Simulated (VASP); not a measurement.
Crystal: MgF2.

```
CELL_PARAMETERS angstrom
4.62500 0.00000 0.00000
0.00000 4.62500 0.00000
0.00000 0.00000 3.05200
ATOMIC_POSITIONS crystal
Mg 0.00000 0.00000 0.00000
Mg 0.50000 0.50000 0.50000
F 0.30300 0.30300 0.00000
F 0.19700 0.80300 0.50000
F 0.69700 0.69700 0.00000
F 0.80300 0.19700 0.50000
```

| Quantity | Value |
| --- | --- |
| Program | VASP 6.6.1 |
| Task | relaxation of cell and atoms |
| Functional | PBE |
| Potentials or basis | VASP PAW PBE potentials, release 64 (Mg, F) |
| Cutoff | 600 eV |
| k mesh | 6 × 6 × 8 |
| Occupations | fermi-dirac, width 0.02 eV |
| Spin | no spin polarisation |

At the start: pressure 3.5 GPa; volume 10.88 Å³/atom.

Question: How do energy, volume and symmetry change on relaxing?

Answer: Over 5 steps the energy falls by 4.0 meV/atom and the volume is 11.26 Å³/atom (+3.5 %); space group P4_2/mnm (No. 136, to 0.1 Å) before and after.

The path:
```
step  energy change (eV)  largest force (eV/Å)  pressure (GPa)  volume (Å³)
   1              0.0000                0.0219            3.50        65.28
   2             -0.0237                0.0395           -0.03        67.55
   3             -0.0237                0.0386            0.02        67.52
   4             -0.0240                0.0184            0.00        67.55
   5             -0.0241                0.0003            0.00        67.58
```

Final structure:
```
CELL_PARAMETERS angstrom
4.68133 0.00000 0.00000
0.00000 4.68133 0.00000
0.00000 0.00000 3.08363
ATOMIC_POSITIONS crystal
Mg 0.00000 0.00000 0.00000
Mg 0.50000 0.50000 0.50000
F 0.30337 0.30337 0.00000
F 0.19663 0.80337 0.50000
F 0.69663 0.69663 0.00000
F 0.80337 0.19663 0.50000
```
